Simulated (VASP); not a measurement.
# MgO (I4mm) in VASP: further runs

Runs on MgO. Level: PBEsol. Tasks: single point.

Everything below comes from runs of VASP 6.6.1. Logs are shortened: lines on timing, memory, paths and dates and some standing lists are left out, and cuts for length are marked.

## (1) The cell of the first run

The structure is tetragonal, space group I4mm (No. 107). Conventional cell: a = 3.005 Å, b = 3.005 Å, c = 4.250 Å, α = 90.00°, β = 90.00°, γ = 90.00°. Within 2.4 Å of Mg (site symmetry 4mm) lie 5 O at 1.79 to 2.15 Å. O (site symmetry 4mm) has 5 Mg at 1.79 to 2.15 Å within 2.4 Å.

## (2) Single point, PBEsol

The input, INCAR:

```
PREC = Accurate
ENCUT = 520
EDIFF = 1E-7
ISMEAR = 0
SIGMA = 0.05
LREAL = False
LASPH = True
NELM = 80
ALGO = Normal
ISIF = 2
LWAVE = False
LCHARG = False
GGA = PS
NBANDS = 11
```

The input, KPOINTS:

```
Automatic mesh
0
Gamma
  10 10 10
```

The input, POSCAR:

```
MgO
1.0
    0.0000000000      2.1250890106      2.1250890106
    2.1250890106      0.0000000000      2.1250890106
    2.1250890106      2.1250890106      0.0000000000
Mg O
1 1
Direct
    0.0315450506      0.0315450506     -0.0315450506
    0.4520781014      0.4520781014      0.5479218986
```

Potentials or basis: VASP PAW PBE potentials, release 64 (Mg, O).

The run is started by

```bash
> cat potpaw_PBE.64/Mg/POTCAR potpaw_PBE.64/O/POTCAR > POTCAR
> mpirun -np 1 vasp_std > vasp.out
```

OUTCAR:

```text
PREC = Accurate
   ENCUT = 520
   EDIFF = 1E-7
   ISMEAR = 0
   LREAL = False
   LASPH = True
   NELM = 80
   ISIF = 2
   GGA = PS

 ion  position               nearest neighbor table
   1  0.032  0.032  0.968-   2 1.79   2 2.15   2 2.15   2 2.15   2 2.15   2 2.46
   2  0.452  0.452  0.548-   1 1.79   1 2.15   1 2.15   1 2.15   1 2.15   1 2.46

  LATTYP: Found a face centered cubic cell.
 ALAT       =     4.2501780212

  Lattice vectors:

 A1 = (   0.0000000000,   2.1250890106,   2.1250890106)
 A2 = (   2.1250890106,   0.0000000000,   2.1250890106)
 A3 = (   2.1250890106,   2.1250890106,   0.0000000000)

Analysis of symmetry for initial positions (statically):
=====================================================================
 Subroutine PRICEL returns:
 Original cell was already a primitive cell.

 Routine SETGRP: Setting up the symmetry group for a
 face centered cubic supercell.

 Subroutine GETGRP returns: Found  8 space group operations
 (whereof  8 operations were pure point group operations)
 out of a pool of 48 trial point group operations.

The static configuration has the point symmetry C_4v.

Analysis of symmetry for dynamics (positions and initial velocities):
=====================================================================
 Subroutine PRICEL returns:
 Original cell was already a primitive cell.

 Routine SETGRP: Setting up the symmetry group for a
 face centered cubic supercell.

 Subroutine GETGRP returns: Found  8 space group operations
 (whereof  8 operations were pure point group operations)
 out of a pool of 48 trial point group operations.

The dynamic configuration has the point symmetry C_4v.

 Subroutine INISYM returns: Found  8 space group operations
 (whereof  8 operations are pure point group operations),
 and found     1 'primitive' translations

----------------------------------------------------------------------------------------

                                     Primitive cell

  volume of cell :      19.1938

  direct lattice vectors                    reciprocal lattice vectors
     0.000000000  2.125089011  2.125089011    -0.235284262  0.235284262  0.235284262
     2.125089011  0.000000000  2.125089011     0.235284262 -0.235284262  0.235284262
     2.125089011  2.125089011  0.000000000     0.235284262  0.235284262 -0.235284262

  length of vectors
     3.005329700  3.005329700  3.005329700     0.407524296  0.407524296  0.407524296

  position of ions in fractional coordinates (direct lattice)
     0.031545051  0.031545051  0.968454949
     0.452078101  0.452078101  0.547921899

  ion indices of the primitive-cell ions
   primitive index   ion index
                 1           1
                 2           2

----------------------------------------------------------------------------------------

 KPOINTS: Automatic mesh

Automatic generation of k-mesh.
 Grid dimensions read from file:
 generate k-points for:   10   10   10

 Generating k-lattice:

  Cartesian coordinates                     Fractional coordinates (reciprocal lattice)
    -0.023528426  0.023528426  0.023528426     0.100000000  0.000000000  0.000000000
     0.023528426 -0.023528426  0.023528426     0.000000000  0.100000000  0.000000000
     0.023528426  0.023528426 -0.023528426     0.000000000  0.000000000  0.100000000

  Length of vectors
     0.040752430  0.040752430  0.040752430

  Shift w.r.t. Gamma in fractional coordinates (k-lattice)
     0.000000000  0.000000000  0.000000000

 Subroutine IBZKPT returns following result:
 ===========================================

 Found    102 irreducible k-points:

 Following reciprocal coordinates:
            Coordinates               Weight
  0.000000  0.000000  0.000000      1.000000
  0.100000  0.000000  0.000000      8.000000
  0.200000  0.000000  0.000000      8.000000
  0.300000  0.000000  0.000000      8.000000
  0.400000  0.000000  0.000000      8.000000
  0.500000  0.000000  0.000000      4.000000
[... 16 lines left out ...]
 -0.100000  0.100000  0.000000      4.000000
  0.000000 -0.100000  0.100000      8.000000
 [... further k-points ...]
   k-points           NKPTS =    102   k-points in BZ     NKDIM =    102   number of bands    NBANDS=     11
   number of dos      NEDOS =    301   number of ions     NIONS =      2
   total plane-waves  NPLWV =  13824
   dimension x,y,z NGX =    24 NGY =   24 NGZ =   24
   dimension x,y,z NGXF=    48 NGYF=   48 NGZF=   48
   ions per type =               1   1
   NGX,Y,Z   is equivalent  to a cutoff of  13.28, 13.28, 13.28 a.u.
   NGXF,Y,Z  is equivalent  to a cutoff of  26.55, 26.55, 26.55 a.u.
 SYSTEM =  unknown system
   PREC   = accura    normal or accurate (medium, high low for compatibility)
   ISTART =      0    job   : 0-new  1-cont  2-samecut
   ICHARG =      2    charge: 1-file 2-atom 10-const
   ISPIN  =      1    spin polarized calculation?
   LNONCOLLINEAR =      F non collinear calculations
   LSORBIT =      F    spin-orbit coupling
   LASPH  =      T    aspherical Exc in radial PAW
   ENCUT  =  520.0 eV  38.22 Ry    6.18 a.u.   5.59  5.59  5.59*2*pi/ulx,y,z
   NELM   =     80;   NELMIN=  2; NELMDL= -5     # of ELM steps
   EDIFF  = 0.1E-06   stopping-criterion for ELM
   LREAL  =      F    real-space projection
   EDIFFG = 0.1E-05   stopping-criterion for IOM
   NSW    =      0    number of steps for IOM
   IBRION =     -1    ionic relax: 0-MD 1-quasi-New 2-CG
   NFREE  =      0    steps in history (QN), initial steepest desc. (CG)
   ISIF   =      2    stress and relaxation
   ISYM   =      2    0-nonsym 1-usesym 2-fastsym
   POTIM  = 0.5000    time-step for ionic-motion
   TEBEG  =    0.0;   TEEND  =   0.0 temperature during run
   PSTRESS=    0.0 pullay stress
   NELECT =       8.0000    total number of electrons
   NUPDOWN=      -1.0000    fix difference up-down
   EMIN   =  10.00;   EMAX   =-10.00  energy-range for DOS
   EFERMI =   0.00;   METHOD = LEGACY
   ISMEAR =     0;   SIGMA  =   0.05  broadening in eV -4-tet -1-fermi 0-gaus
   EFERMI_NEDOS =   21; number of points for ismear=-14 and -15
   IALGO  =     38    algorithm
   IMIX   =      4    mixing-type and parameters
     AMIX     =   0.40;   BMIX     =  1.00
     AMIX_MAG =   1.60;   BMIX_MAG =  1.00
  volume/ion in A,a.u.               =       9.60        64.76
  Fermi-wavevector in a.u.,A,eV,Ry     =   1.222881  2.310911 20.346685  1.495439
  Thomas-Fermi vector in A             =   2.358012
   LORBIT       =      0    0 simple, 1 ext, 2 COOP (PROOUT), +10 PAW based schemes
   GGA     = PS    functional components
   LHFCALC =     F    Hartree Fock is set to
   AEXX    =    0.0000 exact exchange contribution
   IVDW    =     0    specifies the selected vdW correction
   LEPSILON=     F    determine dielectric tensor
   LRPA    =     F    only Hartree local field effects (RPA)
 non-spin polarized calculation
 Gauss-broadening in eV      SIGMA  =   0.05
  energy-cutoff  :      520.00
  volume of cell :       19.19
 maximum number of plane-waves:       534
 NGX is ok and might be reduce to    24
   NGX = 11   NGY = 11   NGZ = 11

 number of electron       8.0000000 magnetization

 Free energy of the ion-electron system (eV)
  ---------------------------------------------------
  ext. energy  EPLUGINS =         0.00000000
  ---------------------------------------------------
  free energy    TOTEN  =       -12.10910183 eV

  energy without entropy =      -12.10910183  energy(sigma->0) =      -12.10910183

 E-fermi :   3.0045     XC(G=0): -11.1373

 val. band max:        2.7604010511   @ k =   0.0000   0.0000   0.0000
 cond. band min:       7.1218430436   @ k =   0.0000   0.0000   0.0000
 fundamental gap:      4.3614419924
 Fermi energy:         3.0045147991

 k-point     1 :       0.0000    0.0000    0.0000
  band No.  band energies     occupation
      1     -14.2518      2.00000
      2       2.6438      2.00000
      3       2.7604      2.00000
      4       2.7604      2.00000
      5       7.1218      0.00000
      6      18.5341      0.00000
      7      18.7677      0.00000
      8      18.7677      0.00000
      9      21.8798      0.00000
     10      24.0434      0.00000
     11      24.2869      0.00000

 k-point     2 :       0.1000    0.0000    0.0000
  band No.  band energies     occupation
      1     -14.1514      2.00000
      2       2.0455      2.00000
      3       2.6745      2.00000
      4       2.7050      2.00000
      5       7.7464      0.00000
      6      17.2027      0.00000
      7      18.8715      0.00000
      8      18.9526      0.00000
      9      23.2324      0.00000
     10      23.2719      0.00000
     11      23.9331      0.00000

 k-point     3 :       0.2000    0.0000    0.0000
  band No.  band energies     occupation
      1     -13.8757      2.00000
      2       0.7902      2.00000
      3       2.5286      2.00000
      4       2.5639      2.00000
      5       8.9455      0.00000
      6      15.5613      0.00000
      7      19.1271      0.00000
      8      19.2390      0.00000
      9      22.6331      0.00000
     10      22.9108      0.00000
     11      24.7513      0.00000

 k-point     4 :       0.3000    0.0000    0.0000
  band No.  band energies     occupation
      1     -13.5056      2.00000
      2      -0.4564      2.00000
      3       2.3583      2.00000
      4       2.3966      2.00000
      5       9.9329      0.00000
      6      14.6824      0.00000
      7      19.1102      0.00000
      8      19.1236      0.00000
      9      23.1061      0.00000
     10      23.2489      0.00000
     11      24.4668      0.00000
[... 239 lines left out ...]
 k-point    22 :       0.0000   -0.2000    0.1000
  band No.  band energies     occupation
      1     -13.6866      2.00000
      2       0.3026      2.00000
      3       2.1376      2.00000
      4       2.5100      2.00000
      5       9.6557      0.00000
      6      15.0141      0.00000
      7      18.2505      0.00000
      8      19.9495      0.00000
      9      21.9788      0.00000
     10      23.6297      0.00000
     11      25.3389      0.00000

 k-point    23 :      -0.1000    0.1000    0.0000
  band No.  band energies     occupation
      1     -13.9936      2.00000
      2       1.3297      2.00000
      3       2.4511      2.00000
      4       2.6753      2.00000
      5       8.5862      0.00000
      6      16.0372      0.00000
      7      18.8124      0.00000
      8      19.2520      0.00000
      9      21.9256      0.00000
     10      23.4684      0.00000
     11      25.4586      0.00000

 k-point    24 :       0.0000   -0.1000    0.1000
  band No.  band energies     occupation
      1     -13.9929      2.00000
      2       1.3741      2.00000
      3       2.4436      2.00000
      4       2.6457      2.00000
      5       8.5144      0.00000
      6      16.1225      0.00000
      7      18.7255      0.00000
      8      19.3696      0.00000
      9      22.3802      0.00000
     10      23.5168      0.00000
     11      24.9303      0.00000

 [... further k-points ...]

------------------------ aborting loop because EDIFF is reached ----------------------------------------

  FORCE on cell =-STRESS in cart. coord.  units (eV):
  Direction    XX          YY          ZZ          XY          YZ          ZX
  --------------------------------------------------------------------------------------
  -------------------------------------------------------------------------------------
  Total       -0.7507977     -0.7507977      4.2780317      0.0000000      0.0000000      0.0000000
  in kB      -62.6717927    -62.6717927    357.1027604      0.0000000      0.0000000      0.0000000
  external PRESSURE =      77.2530584 kB  Pullay stress =       0.0000000 kB

 VOLUME and BASIS-vectors are now :
 -----------------------------------------------------------------------------
  energy-cutoff  :      520.00
  volume of cell :       19.19
      direct lattice vectors                 reciprocal lattice vectors
     0.000000000  2.125089011  2.125089011    -0.235284262  0.235284262  0.235284262
     2.125089011  0.000000000  2.125089011     0.235284262 -0.235284262  0.235284262
     2.125089011  2.125089011  0.000000000     0.235284262  0.235284262 -0.235284262

 POSITION                                       TOTAL-FORCE (eV/Angst)
 -----------------------------------------------------------------------------------
      2.12509      2.12509      0.13407         0.000000      0.000000     -3.154055
      2.12509      2.12509      1.92141         0.000000      0.000000      3.154055
 -----------------------------------------------------------------------------------
    total drift:                                0.000000      0.000000      0.000139

  FREE ENERGIE OF THE ION-ELECTRON SYSTEM (eV)
  ---------------------------------------------------
  free  energy   TOTEN  =       -12.1091018279 eV

  energy  without entropy=      -12.1091018279  energy(sigma->0) =      -12.10910183
```

Run time: 7.2 s. Hardware: 1 thread of Intel Xeon 6975P-C (Granite Rapids), shared host; peak memory 0.15 GiB.

What came out:

```yaml
Free_energy: -12.1091 eV
Pressure: 7.7 GPa
Largest_force: 3.154 eV/Å
Band_gap_on_the_k_mesh: 4.36 eV, direct
```

Forces in eV/Å, atoms in the order of the input:
```
Mg   0.000  0.000 -3.154
O    0.000  0.000  3.154
```

Stress tensor (GPa, compression positive):
```
-6.27  0.00  0.00
 0.00 -6.27  0.00
 0.00  0.00 35.71
```

Caveat: the PAW data sets were made with another functional, which shifts forces and pressure a little.

## (3) Single point, PBEsol

The input, INCAR:

```
SYSTEM = MgO
  ALGO = Normal
  EDIFF = 1E-7
  ENCUT = 520
  GGA = PS
  ISIF = 2
  ISMEAR = 0
  LASPH = .TRUE.
  LCHARG = .FALSE.
  LREAL = .FALSE.
  LWAVE = .FALSE.
  NBANDS = 11
  NELM = 60
  PREC = Accurate
  SIGMA = 0.05
```

The input, KPOINTS:

```
k-points
0
G
  10 10 10
  0 0 0
```

The input, POSCAR:

```
MgO
1.0
    0.0000000000      2.1250890106      2.1250890106
    2.1250890106      0.0000000000      2.1250890106
    2.1250890106      2.1250890106      0.0000000000
Mg O
1 1
Direct
    0.0189270304      0.0189270304     -0.0189270304
    0.4712468609      0.4712468609      0.5287531391
```

Potentials or basis: VASP PAW PBE potentials, release 64 (Mg, O).

The run is started by

```bash
> cat potpaw_PBE.64/Mg/POTCAR potpaw_PBE.64/O/POTCAR > POTCAR
> mpirun -np 1 vasp_std > vasp.out
```

Wall time 7 s (1 thread of Intel Xeon 6975P-C (Granite Rapids), shared host); peak memory 0.15 GiB.

It converged, with:

```yaml
Free_energy: -12.3927 eV
Pressure: -0.5 GPa
Largest_force: 1.272 eV/Å
Band_gap_on_the_k_mesh: 4.37 eV, direct
```

Forces on the atoms (eV/Å):
```
Mg   0.000  0.000 -1.272
O    0.000  0.000  1.272
```

Stress tensor (GPa, compression positive):
```
-5.09  0.00  0.00
 0.00 -5.09  0.00
 0.00  0.00  8.75
```

Levels at points of the mesh, in eV from the valence-band top:
```
           k point  band 2  band 3  band 4  band 5  band 6  band 7
(0.00, 0.00, 0.00)   -0.05    0.00    0.00    4.37   15.59   15.67
(0.50, 0.00, 0.00)   -4.53   -0.62   -0.60    7.61   12.06   15.90
(0.50, 0.50, 0.00)   -3.96   -1.30   -1.30    8.93    9.35   12.76
(0.00, 0.50, 0.50)   -4.00   -1.34   -1.31    9.04    9.42   12.74
```

Caveat: the PAW data sets were made with another functional, which shifts forces and pressure a little. A hybrid or GW would open this gap; PBEsol tends to underestimate it.

## (4) Single point, PBEsol

This run uses another cell than the first one, of 10.08 Å³/atom, 1.051 times its volume.

The input, INCAR:

```
PREC = Accurate
ENCUT = 520
EDIFF = 1E-7
ISMEAR = 0
SIGMA = 0.05
LREAL = False
LASPH = True
NELM = 80
ALGO = Normal
ISIF = 2
LWAVE = False
LCHARG = False
GGA = PS
NBANDS = 11
```

The input, KPOINTS:

```
regular mesh
0
Gamma
  10 10 10
```

The input, POSCAR:

```
MgO
1.0
    0.0000000000      2.1602858632      2.1602858632
    2.1602858632      0.0000000000      2.1602858632
    2.1602858632      2.1602858632      0.0000000000
Mg O
1 1
Direct
    0.0315450506      0.0315450506     -0.0315450506
    0.4520781014      0.4520781014      0.5479218986
```

The run is started by

```bash
> cat potpaw_PBE.64/Mg/POTCAR potpaw_PBE.64/O/POTCAR > POTCAR
> mpirun -np 1 vasp_std > vasp.out
```

It took 21 s on 1 thread of Intel Xeon 8259CL, shared host; peak memory 0.15 GiB.

Results (log left out):

* Free energy: -12.1323 eV
* Pressure: -0.1 GPa
* Largest force: 2.633 eV/Å
* Band gap on the k mesh: 3.93 eV, direct

Forces on the atoms (eV/Å):
```
Mg   0.000  0.000 -2.633
O    0.000  0.000  2.633
```

Stress tensor (GPa, compression positive):
```
-11.91   0.00   0.00
  0.00 -11.91   0.00
  0.00   0.00  23.39
```

Levels at points of the mesh, in eV from the valence-band top:
```
           k point  band 1  band 2  band 3  band 4  band 5  band 6  band 7  band 8
(0.00, 0.00, 0.00)  -16.79   -0.13    0.00    0.00    3.93   15.48   15.69   15.69
(0.50, 0.00, 0.00)  -15.69   -4.26   -0.55   -0.50    7.38   11.35   15.42   15.73
(0.50, 0.50, 0.00)  -15.47   -3.64   -1.19   -1.19    8.58    8.94   12.29   17.89
(0.00, 0.50, 0.50)  -15.45   -3.75   -1.28   -1.21    8.73    9.19   12.31   17.64
```

Caveat: the PAW data sets were made with another functional, which shifts forces and pressure a little. Expect the measured gap to be larger: semilocal functionals such as PBEsol lack the derivative discontinuity.
